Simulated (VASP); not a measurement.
# Si (Fd-3m) in VASP: a series of runs, part 2 of 2

VASP 6.6.1. The steps go on from the part before.

### Step 4. Single point, r2SCAN

This run uses another cell than the first one, of 20.18 Å³/atom, 0.986 times its volume.

File POSCAR:

```
Si
1.0
    0.0000000000      2.7227148270      2.7227148270
    2.7227148270      0.0000000000      2.7227148270
    2.7227148270      2.7227148270      0.0000000000
Si
2
Direct
    0.7500000000      0.7500000000      0.7500000000
    0.5000000000      0.5000000000      0.5000000000
```

File INCAR.step1:

```
SYSTEM = Si
  PREC = Accurate
  ENCUT = 520
  ISMEAR = -1
  SIGMA = 0.02
  LREAL = .FALSE.
  LASPH = .TRUE.
  NELM = 60
  NBANDS = 11
  GGA = PE
  ALGO = Normal
  EDIFF = 1E-4
  LWAVE = .TRUE.
  LCHARG = .FALSE.
```

File INCAR.step2:

```
SYSTEM = Si
  PREC = Accurate
  ENCUT = 520
  EDIFF = 1E-6
  ISMEAR = -1
  SIGMA = 0.02
  LREAL = .FALSE.
  LASPH = .TRUE.
  NELM = 60
  ALGO = Normal
  ISIF = 2
  LWAVE = .FALSE.
  LCHARG = .FALSE.
  METAGGA = R2SCAN
  LMIXTAU = .TRUE.
  NBANDS = 11
  ISTART = 1
```

File KPOINTS:

```
regular mesh
0
G
  6 6 6
  0 0 0
```

Potentials or basis: VASP PAW PBE potentials, release 64 (Si).

Run with:

```
> cat potpaw_PBE.64/Si/POTCAR > POTCAR
> cp INCAR.step1 INCAR
> mpirun -np 1 vasp_std > vasp.out
> cp INCAR.step2 INCAR
> mpirun -np 1 vasp_std > vasp.out
```

OUTCAR:

```text
SYSTEM = Si
   PREC = Accurate
   ENCUT = 520
   EDIFF = 1E-6
   ISMEAR = -1
   LREAL = .FALSE.
   LASPH = .TRUE.
   NELM = 60
   ISIF = 2
   METAGGA = R2SCAN
   ISTART = 1

 ion  position               nearest neighbor table
   1  0.750  0.750  0.750-   2 2.36   2 2.36   2 2.36   2 2.36
   2  0.500  0.500  0.500-   1 2.36   1 2.36   1 2.36   1 2.36

  LATTYP: Found a face centered cubic cell.
 ALAT       =     5.4454296540

  Lattice vectors:

 A1 = (   0.0000000000,   2.7227148270,   2.7227148270)
 A2 = (   2.7227148270,   0.0000000000,   2.7227148270)
 A3 = (   2.7227148270,   2.7227148270,   0.0000000000)

Analysis of symmetry for initial positions (statically):
=====================================================================
 Subroutine PRICEL returns:
 Original cell was already a primitive cell.

 Routine SETGRP: Setting up the symmetry group for a
 face centered cubic supercell.

 Subroutine GETGRP returns: Found 48 space group operations
 (whereof 24 operations were pure point group operations)
 out of a pool of 48 trial point group operations.

The static configuration has the point symmetry T_d .
 The point group associated with its full space group is O_h .

Analysis of symmetry for dynamics (positions and initial velocities):
=====================================================================
 Subroutine PRICEL returns:
 Original cell was already a primitive cell.

 Routine SETGRP: Setting up the symmetry group for a
 face centered cubic supercell.

 Subroutine GETGRP returns: Found 48 space group operations
 (whereof 24 operations were pure point group operations)
 out of a pool of 48 trial point group operations.

The dynamic configuration has the point symmetry T_d .
 The point group associated with its full space group is O_h .

 Subroutine INISYM returns: Found 48 space group operations
 (whereof 24 operations are pure point group operations),
 and found     1 'primitive' translations

----------------------------------------------------------------------------------------

                                     Primitive cell

  volume of cell :      40.3679

  direct lattice vectors                    reciprocal lattice vectors
     0.000000000  2.722714827  2.722714827    -0.183640238  0.183640238  0.183640238
     2.722714827  0.000000000  2.722714827     0.183640238 -0.183640238  0.183640238
     2.722714827  2.722714827  0.000000000     0.183640238  0.183640238 -0.183640238

  length of vectors
     3.850500235  3.850500235  3.850500235     0.318074223  0.318074223  0.318074223

  position of ions in fractional coordinates (direct lattice)
     0.750000000  0.750000000  0.750000000
     0.500000000  0.500000000  0.500000000

  ion indices of the primitive-cell ions
   primitive index   ion index
                 1           1
                 2           2

----------------------------------------------------------------------------------------

 KPOINTS: regular mesh

Automatic generation of k-mesh.
[... 23 lines left out ...]
  0.000000  0.000000  0.000000      1.000000
  0.166667  0.000000  0.000000      8.000000
  0.333333  0.000000  0.000000      8.000000
  0.500000  0.000000  0.000000      4.000000
  0.166667  0.166667  0.000000      6.000000
  0.333333  0.166667  0.000000     24.000000
[... 8 lines left out ...]
 -0.333333  0.333333  0.166667     24.000000
 -0.333333  0.500000  0.166667     12.000000
   k-points           NKPTS =     16   k-points in BZ     NKDIM =     16   number of bands    NBANDS=     11
   number of dos      NEDOS =    301   number of ions     NIONS =      2
   total plane-waves  NPLWV =  27000
   dimension x,y,z NGX =    30 NGY =   30 NGZ =   30
   dimension x,y,z NGXF=    60 NGYF=   60 NGZF=   60
   ions per type =               2
   NGX,Y,Z   is equivalent  to a cutoff of  12.95, 12.95, 12.95 a.u.
   NGXF,Y,Z  is equivalent  to a cutoff of  25.91, 25.91, 25.91 a.u.
 SYSTEM =  Si
   PREC   = accura    normal or accurate (medium, high low for compatibility)
   ISTART =      1    job   : 0-new  1-cont  2-samecut
   ICHARG =      0    charge: 1-file 2-atom 10-const
   ISPIN  =      1    spin polarized calculation?
   LNONCOLLINEAR =      F non collinear calculations
   LSORBIT =      F    spin-orbit coupling
   LASPH  =      T    aspherical Exc in radial PAW
   ENCUT  =  520.0 eV  38.22 Ry    6.18 a.u.   7.16  7.16  7.16*2*pi/ulx,y,z
   NELM   =     60;   NELMIN=  2; NELMDL=  0     # of ELM steps
   EDIFF  = 0.1E-05   stopping-criterion for ELM
   LREAL  =      F    real-space projection
   EDIFFG = 0.1E-04   stopping-criterion for IOM
   NSW    =      0    number of steps for IOM
   IBRION =     -1    ionic relax: 0-MD 1-quasi-New 2-CG
   NFREE  =      0    steps in history (QN), initial steepest desc. (CG)
   ISIF   =      2    stress and relaxation
   ISYM   =      2    0-nonsym 1-usesym 2-fastsym
   POTIM  = 0.5000    time-step for ionic-motion
   TEBEG  =    0.0;   TEEND  =   0.0 temperature during run
   PSTRESS=    0.0 pullay stress
   NELECT =       8.0000    total number of electrons
   NUPDOWN=      -1.0000    fix difference up-down
   EMIN   =  10.00;   EMAX   =-10.00  energy-range for DOS
   EFERMI =   0.00;   METHOD = LEGACY
   ISMEAR =    -1;   SIGMA  =   0.02  broadening in eV -4-tet -1-fermi 0-gaus
   EFERMI_NEDOS =   21; number of points for ismear=-14 and -15
   IALGO  =     38    algorithm
   IMIX   =      4    mixing-type and parameters
     AMIX     =   0.40;   BMIX     =  1.00
     AMIX_MAG =   1.60;   BMIX_MAG =  1.00
  volume/ion in A,a.u.               =      20.18       136.21
  Fermi-wavevector in a.u.,A,eV,Ry     =   0.954464  1.803675 12.394916  0.911001
  Thomas-Fermi vector in A             =   2.083212
   LORBIT       =      0    0 simple, 1 ext, 2 COOP (PROOUT), +10 PAW based schemes
   METAGGA = R2SCAN    functional components
   LHFCALC =     F    Hartree Fock is set to
   AEXX    =    0.0000 exact exchange contribution
   IVDW    =     0    specifies the selected vdW correction
   LEPSILON=     F    determine dielectric tensor
   LRPA    =     F    only Hartree local field effects (RPA)
 non-spin polarized calculation
  energy-cutoff  :      520.00
  volume of cell :       40.37
 maximum number of plane-waves:      1106
 NGX is ok and might be reduce to    30
   NGX = 15   NGY = 15   NGZ = 15

 number of electron       8.0000001 magnetization

 Free energy of the ion-electron system (eV)
  ---------------------------------------------------
  ext. energy  EPLUGINS =         0.00000000
  ---------------------------------------------------
  free energy    TOTEN  =       -17.52893317 eV

  energy without entropy =      -17.52893317  energy(sigma->0) =      -17.52893317

 E-fermi :   6.0898     XC(G=0):  -9.8189

 val. band max:        5.6617212878   @ k =   0.0000   0.0000   0.0000
 cond. band min:       6.5949178437   @ k =   0.5000   0.5000   0.0000
 fundamental gap:      0.9331965559
 Fermi energy:         6.0897719828

 k-point     1 :       0.0000    0.0000    0.0000
  band No.  band energies     occupation
      1      -6.8069      2.00000
      2       5.6617      2.00000
      3       5.6617      2.00000
      4       5.6617      2.00000
      5       8.4149      0.00000
      6       8.4149      0.00000
      7       8.4149      0.00000
      8       9.5520      0.00000
      9      13.7809      0.00000
     10      13.7809      0.00000
     11      14.3216      0.00000
[... 197 lines left out ...]
 k-point    16 :      -0.3333    0.5000    0.1667
  band No.  band energies     occupation
      1      -2.3457      2.00000
      2      -2.3457      2.00000
      3       1.8811      2.00000
      4       1.8811      2.00000
      5       8.6893      0.00000
      6       8.6893      0.00000
      7      12.8920      0.00000
      8      12.8920      0.00000
      9      16.8942      0.00000
     10      16.8942      0.00000
     11      19.3952      0.00000

------------------------ aborting loop because EDIFF is reached ----------------------------------------

  FORCE on cell =-STRESS in cart. coord.  units (eV):
  Direction    XX          YY          ZZ          XY          YZ          ZX
  --------------------------------------------------------------------------------------
  -------------------------------------------------------------------------------------
  Total       -0.0592874     -0.0592874     -0.0592874      0.0000000     -0.0000000      0.0000000
  in kB       -2.3530773     -2.3530773     -2.3530773      0.0000000     -0.0000000      0.0000000
  external PRESSURE =      -2.3530773 kB  Pullay stress =       0.0000000 kB

 VOLUME and BASIS-vectors are now :
 -----------------------------------------------------------------------------
  energy-cutoff  :      520.00
  volume of cell :       40.37
      direct lattice vectors                 reciprocal lattice vectors
     0.000000000  2.722714827  2.722714827    -0.183640238  0.183640238  0.183640238
     2.722714827  0.000000000  2.722714827     0.183640238 -0.183640238  0.183640238
     2.722714827  2.722714827  0.000000000     0.183640238  0.183640238 -0.183640238

 POSITION                                       TOTAL-FORCE (eV/Angst)
 -----------------------------------------------------------------------------------
      4.08407      4.08407      4.08407         0.000000     -0.000000      0.000000
      2.72271      2.72271      2.72271        -0.000000      0.000000     -0.000000
 -----------------------------------------------------------------------------------
    total drift:                                0.000000     -0.000000     -0.000000

  FREE ENERGIE OF THE ION-ELECTRON SYSTEM (eV)
  ---------------------------------------------------
  free  energy   TOTEN  =       -17.5289331671 eV

  energy  without entropy=      -17.5289331671  energy(sigma->0) =      -17.52893317
```

It took 51 s on 1 thread of Intel Xeon 8259CL, shared host; peak memory 0.16 GiB.

Results:

```yaml
Free_energy: -17.5289 eV
Pressure: -0.2 GPa
Band_gap_on_the_k_mesh: 0.93 eV, indirect (least direct gap 2.75 eV)
```

Caveat: the PAW data sets were made with another functional, which shifts forces and pressure a little. r2SCAN opens gaps a little over a GGA but as a rule still falls short of measured ones.

### Step 5. Single point, r2SCAN+D4

This run uses another cell than the first one, of 20.01 Å³/atom, 0.977 times its volume.

File POSCAR:

```
Si
1.0
    0.0000000000      2.7148085832      2.7148085832
    2.7148085832      0.0000000000      2.7148085832
    2.7148085832      2.7148085832      0.0000000000
Si
2
Direct
    0.7500000000      0.7500000000      0.7500000000
    0.5000000000      0.5000000000      0.5000000000
```

File INCAR.step1:

```
SYSTEM = Si
PREC = Accurate
ENCUT = 520
ISMEAR = -1
SIGMA = 0.02
LREAL = .FALSE.
LASPH = .TRUE.
NELM = 100
NBANDS = 11
GGA = PE
ALGO = Normal
EDIFF = 1E-4
LWAVE = .TRUE.
LCHARG = .FALSE.
```

File INCAR.step2:

```
SYSTEM = Si
PREC = Accurate
ENCUT = 520
EDIFF = 1E-6
ISMEAR = -1
SIGMA = 0.02
LREAL = .FALSE.
LASPH = .TRUE.
NELM = 100
ALGO = Normal
ISIF = 2
LWAVE = .FALSE.
LCHARG = .FALSE.
METAGGA = R2SCAN
LMIXTAU = .TRUE.
IVDW = 13
VDW_S6 = 1.0
VDW_S8 = 0.6018749
VDW_A1 = 0.51559235
VDW_A2 = 5.77342911
NBANDS = 11
ISTART = 1
```

KPOINTS is that of step 4.

Potentials or basis: VASP PAW PBE potentials, release 64 (Si).

Run with:

```
> cat potpaw_PBE.64/Si/POTCAR > POTCAR
> cp INCAR.step1 INCAR
> mpirun -np 1 vasp_std > vasp.out
> cp INCAR.step2 INCAR
> mpirun -np 1 vasp_std > vasp.out
```

OUTCAR:

```text
SYSTEM = Si
   PREC = Accurate
   ENCUT = 520
   EDIFF = 1E-6
   ISMEAR = -1
   LREAL = .FALSE.
   LASPH = .TRUE.
   NELM = 100
   ISIF = 2
   METAGGA = R2SCAN
   IVDW = 13
   ISTART = 1

 ion  position               nearest neighbor table
   1  0.750  0.750  0.750-   2 2.35   2 2.35   2 2.35   2 2.35
   2  0.500  0.500  0.500-   1 2.35   1 2.35   1 2.35   1 2.35

  LATTYP: Found a face centered cubic cell.
 ALAT       =     5.4296171664

  Lattice vectors:

 A1 = (   0.0000000000,   2.7148085832,   2.7148085832)
 A2 = (   2.7148085832,   0.0000000000,   2.7148085832)
 A3 = (   2.7148085832,   2.7148085832,   0.0000000000)

Analysis of symmetry for initial positions (statically):
=====================================================================
 Subroutine PRICEL returns:
 Original cell was already a primitive cell.

 Routine SETGRP: Setting up the symmetry group for a
 face centered cubic supercell.

 Subroutine GETGRP returns: Found 48 space group operations
 (whereof 24 operations were pure point group operations)
 out of a pool of 48 trial point group operations.

The static configuration has the point symmetry T_d .
[... 164 lines left out ...]
      2       5.7504      2.00000
      3       5.7504      2.00000
      4       5.7504      2.00000
      5       8.5076      0.00000
      6       8.5076      0.00000
      7       8.5076      0.00000
      8       9.7485      0.00000
      9      13.8736      0.00000
     10      13.8736      0.00000
     11      14.4512      0.00000
[... 197 lines left out ...]
 k-point    16 :      -0.3333    0.5000    0.1667
  band No.  band energies     occupation
      1      -2.2835      2.00000
      2      -2.2835      2.00000
      3       1.9347      2.00000
      4       1.9347      2.00000
      5       8.7777      0.00000
      6       8.7777      0.00000
      7      13.0146      0.00000
      8      13.0146      0.00000
      9      17.0388      0.00000
     10      17.0388      0.00000
     11      19.5582      0.00000

------------------------ aborting loop because EDIFF is reached ----------------------------------------

  DFT-D4 for vdW energy calculation

  Edisp (eV):   -0.23822

  FORCE on cell =-STRESS in cart. coord.  units (eV):
  Direction    XX          YY          ZZ          XY          YZ          ZX
  --------------------------------------------------------------------------------------
  -------------------------------------------------------------------------------------
  Total      -0.05167    -0.05167    -0.05167    -0.00000     0.00000     0.00000
  in kB      -2.06885    -2.06885    -2.06885    -0.00000     0.00000     0.00000
  external pressure =       -2.07 kB  Pullay stress =        0.00 kB

 VOLUME and BASIS-vectors are now :
 -----------------------------------------------------------------------------
  energy-cutoff  :      520.00
  volume of cell :       40.02
      direct lattice vectors                 reciprocal lattice vectors
     0.000000000  2.714808583  2.714808583    -0.184175048  0.184175048  0.184175048
     2.714808583  0.000000000  2.714808583     0.184175048 -0.184175048  0.184175048
     2.714808583  2.714808583  0.000000000     0.184175048  0.184175048 -0.184175048

 POSITION                                       TOTAL-FORCE (eV/Angst)
 -----------------------------------------------------------------------------------
      4.07221      4.07221      4.07221         0.000000      0.000000      0.000000
      2.71481      2.71481      2.71481        -0.000000     -0.000000     -0.000000
 -----------------------------------------------------------------------------------
    total drift:                                0.000000     -0.000000     -0.000000

  FREE ENERGIE OF THE ION-ELECTRON SYSTEM (eV)
  ---------------------------------------------------
  free  energy   TOTEN  =       -17.7667429350 eV

  energy  without entropy=      -17.7667429350  energy(sigma->0) =      -17.76674294
```

OUTCAR.step1:

```text
SYSTEM = Si
   PREC = Accurate
   ENCUT = 520
   ISMEAR = -1
   LREAL = .FALSE.
   LASPH = .TRUE.
[... 436 lines left out ...]
      4.07221      4.07221      4.07221         0.000000      0.000000     -0.000000
      2.71481      2.71481      2.71481        -0.000000     -0.000000      0.000000
 -----------------------------------------------------------------------------------
    total drift:                                0.000000     -0.000000     -0.000000

  FREE ENERGIE OF THE ION-ELECTRON SYSTEM (eV)
  ---------------------------------------------------
  free  energy   TOTEN  =       -10.8206150027 eV

  energy  without entropy=      -10.8206150019  energy(sigma->0) =      -10.82061500
```

Wall time 51 s (1 thread of Intel Xeon 8259CL, shared host); peak memory 0.16 GiB.

Results:

* Free energy: -17.7667 eV
* Pressure: -0.2 GPa
* Band gap on the k mesh: 0.92 eV, indirect (least direct gap 2.76 eV)
* Dispersion energy per atom: -0.119 eV

Caveat: the PAW data sets were made with another functional, which shifts forces and pressure a little. A k mesh can miss the band edges.

### Step 6. Summary

| level | cell | gap on the mesh (eV) | pressure (GPa) |
| --- | --- | --- | --- |
| PBE | a = 3.869 Å, angles 60.0°, 2 atoms | 0.75 | -0.1 |
| PBE+D3(BJ) | a = 3.835 Å, angles 60.0°, 2 atoms | 0.70 | -0.1 |
| r2SCAN | a = 3.851 Å, angles 60.0°, 2 atoms | 0.93 | -0.2 |
| r2SCAN+D4 | a = 3.839 Å, angles 60.0°, 2 atoms | 0.92 | -0.2 |

Alike in all rows: task single point; potentials or basis VASP PAW PBE potentials, release 64 (Si); no spin polarisation; k mesh 6 × 6 × 6; cutoff (eV) 520; smearing fermi-dirac 0.02 eV.

Caveats: the PAW data sets were made with another functional, which shifts forces and pressure a little (some runs).

Absolute energies hang on the potentials; compare differences alone.
